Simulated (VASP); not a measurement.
Input of a VASP 6.6.1 run:

Contents of INCAR:

```
  ALGO = Fast
  EDIFF = 1E-7
  ENCUT = 520
  GGA = PS
  ISIF = 2
  ISMEAR = 0
  LASPH = True
  LCHARG = True
  LELF = True
  LREAL = False
  LVHAR = True
  LWAVE = False
  NBANDS = 14
  NELM = 60
  PREC = Accurate
  SIGMA = 0.15
```

The input KPOINTS:

```
k-points
0
Gamma
  16 16 16
```

The input POSCAR:

```
TiAl
1.0
    3.1639056615      0.0000000000      0.0000000000
    0.0000000000      3.1639056615      0.0000000000
    0.0000000000      0.0000000000      3.3917068692
Ti Al
1 1
Direct
    0.0000000000      0.0000000000      0.0000000000
    0.5000000000      0.5000000000      0.5000000000
```

Potentials or basis: VASP PAW PBE potentials, release 64 (Ti_sv, Al).

Run with:

```console
$ cat potpaw_PBE.64/Ti_sv/POTCAR potpaw_PBE.64/Al/POTCAR > POTCAR
$ mpirun -np 1 vasp_std > vasp.out
```

(1) Predict the band gap on the k mesh.

(2) Predict the pressure.

## Answers

(1) zero (an odd number of electrons rules out a gap without spin polarisation).

(2) -7.7 GPa.

Caveat: the cell stands under tension; the PAW data sets were made with another functional, which shifts forces and pressure a little.
